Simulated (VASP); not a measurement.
# ZnS in VASP: single point with PBEsol

Aim: the single point of ZnS with PBEsol.

Everything below comes from runs of VASP 6.6.1. Logs are shortened: lines on timing, memory, paths and dates and some standing lists are left out, and cuts for length are marked.

## 1. The cell of the first run

The cell holds a slab with vacuum, 8 atoms: a = 3.788 Å, b = 5.357 Å, c = 22.681 Å, α = 90.00°, β = 90.00°, γ = 90.00°.

## 2. Single point, PBEsol

The input, INCAR:

```
SYSTEM = ZnS
ALGO = Normal ; DIPOL = 0.5 0.5 0.499
EDIFF = 1E-6 ; ENCUT = 520
GGA = PS ; IDIPOL = 3
ISIF = 2 ; ISMEAR = 0
LASPH = .True. ; LCHARG = .False.
LDIPOL = .True. ; LREAL = .False.
LWAVE = .False. ; NBANDS = 46
NELM = 100 ; PREC = Accurate
SIGMA = 0.05
```

The input, KPOINTS:

```
k-points
0
Gamma
  7 5 1
  0 0 0
```

The input, POSCAR:

```
ZnS
1.0
    3.7876303070      0.0000000000      0.0000000000
    0.0000000000      5.3565181495      0.0000000000
    0.0000000000      0.0000000000     22.6814454606
Zn S
4 4
Direct
    0.5000000000      0.5000000000      0.3747556572
    0.0000000000      0.0000000000      0.4582518857
    0.5000000000      0.5012070663      0.5450044372
    0.0000000000     -0.0686221876      0.6064525690
    0.0000000000      0.2500000000      0.3747556572
    0.5000000000      0.7500000000      0.4582518857
    0.0000000000      0.2525651985      0.5420148903
    0.5000000000      0.7323613140      0.6306945250
```

Potentials or basis: VASP PAW PBE potentials, release 64 (Zn, S).

Run with:

```
> cat potpaw_PBE.64/Zn/POTCAR potpaw_PBE.64/S/POTCAR > POTCAR
> mpirun -np 1 vasp_std > vasp.out
```

OUTCAR:

```text
SYSTEM = ZnS
   EDIFF = 1E-6
   ENCUT = 520
   GGA = PS
   ISIF = 2
   ISMEAR = 0
   LASPH = .True.
   LREAL = .False.
   NELM = 100
   PREC = Accurate

 ion  position               nearest neighbor table
   1  0.500  0.500  0.375-   6 2.32   5 2.32   5 2.32
   2  0.000  0.000  0.458-   5 2.32   6 2.32   6 2.32   7 2.33
   3  0.500  0.501  0.545-   8 2.30   7 2.32   7 2.32   6 2.38
   4  0.000  0.931  0.606-   8 2.24   8 2.24   7 2.26
   5  0.000  0.250  0.375-   2 2.32   1 2.32   1 2.32
   6  0.500  0.750  0.458-   1 2.32   2 2.32   2 2.32   3 2.38
   7  0.000  0.253  0.542-   4 2.26   3 2.32   3 2.32   2 2.33
   8  0.500  0.732  0.631-   4 2.24   4 2.24   3 2.30

  LATTYP: Found a simple orthorhombic cell.
 ALAT       =     3.7876303070
 B/A-ratio  =     1.4142135624
 C/A-ratio  =     5.9882944274

  Lattice vectors:

 A1 = (   3.7876303070,   0.0000000000,   0.0000000000)
 A2 = (   0.0000000000,   5.3565181495,   0.0000000000)
 A3 = (   0.0000000000,   0.0000000000,  22.6814454606)

Analysis of symmetry for initial positions (statically):
=====================================================================
 Subroutine PRICEL returns:
 Original cell was already a primitive cell.

 Routine SETGRP: Setting up the symmetry group for a
 simple orthorhombic supercell.

 Subroutine GETGRP returns: Found  2 space group operations
 (whereof  2 operations were pure point group operations)
 out of a pool of  8 trial point group operations.

The static configuration has the point symmetry C_1h.

Analysis of symmetry for dynamics (positions and initial velocities):
=====================================================================
 Subroutine PRICEL returns:
 Original cell was already a primitive cell.

 Routine SETGRP: Setting up the symmetry group for a
 simple orthorhombic supercell.

 Subroutine GETGRP returns: Found  2 space group operations
 (whereof  2 operations were pure point group operations)
 out of a pool of  8 trial point group operations.

The dynamic configuration has the point symmetry C_1h.

 Subroutine INISYM returns: Found  2 space group operations
 (whereof  2 operations are pure point group operations),
 and found     1 'primitive' translations

----------------------------------------------------------------------------------------

[... 100 lines left out ...]
   TEBEG  =    0.0;   TEEND  =   0.0 temperature during run
   PSTRESS=    0.0 pullay stress
   NELECT =      72.0000    total number of electrons
   NUPDOWN=      -1.0000    fix difference up-down
   EMIN   =  10.00;   EMAX   =-10.00  energy-range for DOS
   EFERMI =   0.00;   METHOD = LEGACY
   ISMEAR =     0;   SIGMA  =   0.05  broadening in eV -4-tet -1-fermi 0-gaus
   EFERMI_NEDOS =   21; number of points for ismear=-14 and -15
   IALGO  =     38    algorithm
   IMIX   =      4    mixing-type and parameters
     AMIX     =   0.40;   BMIX     =  1.00
     AMIX_MAG =   1.60;   BMIX_MAG =  1.00
  volume/ion in A,a.u.               =      57.52       388.17
  Fermi-wavevector in a.u.,A,eV,Ry     =   0.882156  1.667033 10.588042  0.778199
  Thomas-Fermi vector in A             =   2.002749
   LORBIT       =      0    0 simple, 1 ext, 2 COOP (PROOUT), +10 PAW based schemes
   GGA     = PS    functional components
   LHFCALC =     F    Hartree Fock is set to
   AEXX    =    0.0000 exact exchange contribution
   IVDW    =     0    specifies the selected vdW correction
   LEPSILON=     F    determine dielectric tensor
   LRPA    =     F    only Hartree local field effects (RPA)
 non-spin polarized calculation
 Gauss-broadening in eV      SIGMA  =   0.05
  energy-cutoff  :      520.00
  volume of cell :      460.17
 maximum number of plane-waves:     12425
   NGX = 15   NGY = 19   NGZ = 85

 dipolmoment           0.000000      0.000000     -0.000001 electrons x Angstroem

 number of electron      72.0000038 magnetization

 dipolmoment           0.000000      0.000000      0.062970 electrons x Angstroem

 Free energy of the ion-electron system (eV)
  ---------------------------------------------------
  ext. energy  EPLUGINS =         0.00000000
  ---------------------------------------------------
  free energy    TOTEN  =       -28.52257390 eV

  energy without entropy =      -28.52257390  energy(sigma->0) =      -28.52257390

 E-fermi :  -2.8018     XC(G=0):  -3.9067

 val. band max:       -3.0354727244   @ k =   0.0000   0.0000   0.0000
 cond. band min:      -1.2015253032   @ k =   0.0000   0.0000   0.0000
 fundamental gap:      1.8339474212
 Fermi energy:        -2.8017983089

 k-point     1 :       0.0000    0.0000    0.0000
  band No.  band energies     occupation
      1     -16.1216      2.00000
      2     -15.4408      2.00000
      3     -14.9205      2.00000
      4     -14.6094      2.00000
      5      -9.6414      2.00000
      6      -9.5901      2.00000
[... 577 lines left out ...]
     45       3.9850      0.00000
     46       4.2380      0.00000

------------------------ aborting loop because EDIFF is reached ----------------------------------------

 vacuum level on the upper side and lower side of the slab       (xc-potential included)         0.124        -0.429

  FORCE on cell =-STRESS in cart. coord.  units (eV):
  Direction    XX          YY          ZZ          XY          YZ          ZX
  --------------------------------------------------------------------------------------
  -------------------------------------------------------------------------------------
  Total       -1.3439386     -1.3619050     -0.4818289      0.0000000      0.9864432      0.0000000
  in kB       -4.6791732     -4.7417265     -1.6775773      0.0000000      3.4344861      0.0000000
  external PRESSURE =      -3.6994924 kB  Pullay stress =       0.0000000 kB

 VOLUME and BASIS-vectors are now :
 -----------------------------------------------------------------------------
  energy-cutoff  :      520.00
  volume of cell :      460.17
      direct lattice vectors                 reciprocal lattice vectors
     3.787630307  0.000000000  0.000000000     0.264017319  0.000000000  0.000000000
     0.000000000  5.356518150  0.000000000     0.000000000  0.186688437  0.000000000
     0.000000000  0.000000000 22.681445461     0.000000000  0.000000000  0.044088901

 POSITION                                       TOTAL-FORCE (eV/Angst)
 -----------------------------------------------------------------------------------
      1.89382      2.67826      8.50000         0.000000     -1.203917      1.175558
      0.00000      0.00000     10.39382         0.000000      0.288332     -0.139414
      1.89382      2.68472     12.36149         0.000000     -0.006023      0.004455
      0.00000      4.98894     13.75522         0.000000     -0.007485      0.006477
      0.00000      1.33913      8.50000         0.000000      0.671454     -0.882459
      1.89382      4.01739     10.39382         0.000000      0.241895     -0.182412
      0.00000      1.35287     12.29368         0.000000      0.023563     -0.004356
      1.89382      3.92291     14.30506         0.000000     -0.007819      0.022149
 -----------------------------------------------------------------------------------
    total drift:                                0.000000     -0.000900     -0.000114

  FREE ENERGIE OF THE ION-ELECTRON SYSTEM (eV)
  ---------------------------------------------------
  free  energy   TOTEN  =       -28.5225738994 eV

  energy  without entropy=      -28.5225738994  energy(sigma->0) =      -28.52257390

 vacuum level on the upper side and lower side of the slab         2.789         2.229
```

OSZICAR:

```text
N       E                     dE             d eps       ncg     rms          rms(c)
DAV:   1     0.499874222567E+03    0.49987E+03   -0.29948E+04  1120   0.137E+03
DAV:   2     0.381551329215E+02   -0.46172E+03   -0.44813E+03  1286   0.313E+02
DAV:   3    -0.274224852483E+02   -0.65578E+02   -0.65142E+02  1262   0.121E+02
DAV:   4    -0.306494045893E+02   -0.32269E+01   -0.32158E+01  1300   0.255E+01
[... 18 lines left out ...]
DAV:  23    -0.285225677278E+02   -0.58083E-05   -0.23749E-07   894   0.344E-03    0.872E-04
DAV:  24    -0.285225695249E+02   -0.17971E-05   -0.73892E-08   946   0.346E-03    0.689E-04
DAV:  25    -0.285225717104E+02   -0.21855E-05   -0.40761E-08   918   0.432E-03    0.271E-04
DAV:  26    -0.285225732372E+02   -0.15268E-05   -0.38824E-08   948   0.177E-03    0.300E-04
DAV:  27    -0.285225738994E+02   -0.66224E-06   -0.17356E-08   900   0.192E-03
   1 F= -.28522574E+02 E0= -.28522574E+02  d E =-.263443E-12
```

stdout:

```text
POSCAR found type information on POSCAR ZnS
 POSCAR found :  2 types and       8 ions
 scaLAPACK will be used
 -----------------------------------------------------------------------------
|                                                                             |
|                                                                             |
|     You enforced a specific xc type in the INCAR file but a different       |
|     I HOPE YOU KNOW WHAT YOU ARE DOING!                                     |
|                                                                             |
 -----------------------------------------------------------------------------

 LDA part: xc-table for (Slater+PW92), standard interpolation
 POSCAR, INCAR and KPOINTS ok, starting setup
 FFT: planning ... GRIDC
 FFT: planning ... GRID_SOFT
 FFT: planning ... GRID
 WAVECAR not read
 entering main loop
```

Run time: 4.7 min. Hardware: 1 thread of Intel Xeon 6975P-C (Granite Rapids), shared host; peak memory 0.56 GiB.

Results:

```yaml
Free_energy: -28.5226 eV
Largest_force: 1.683 eV/Å
Band_gap_on_the_k_mesh: 1.83 eV, direct
```

Forces on the atoms (eV/Å):
```
Zn   0.000 -1.204  1.176
Zn   0.000  0.288 -0.139
Zn   0.000 -0.006  0.004
Zn   0.000 -0.007  0.006
S    0.000  0.671 -0.882
S    0.000  0.242 -0.182
S    0.000  0.024 -0.004
S    0.000 -0.008  0.022
```

Caveat: the PAW data sets were made with another functional, which shifts forces and pressure a little.
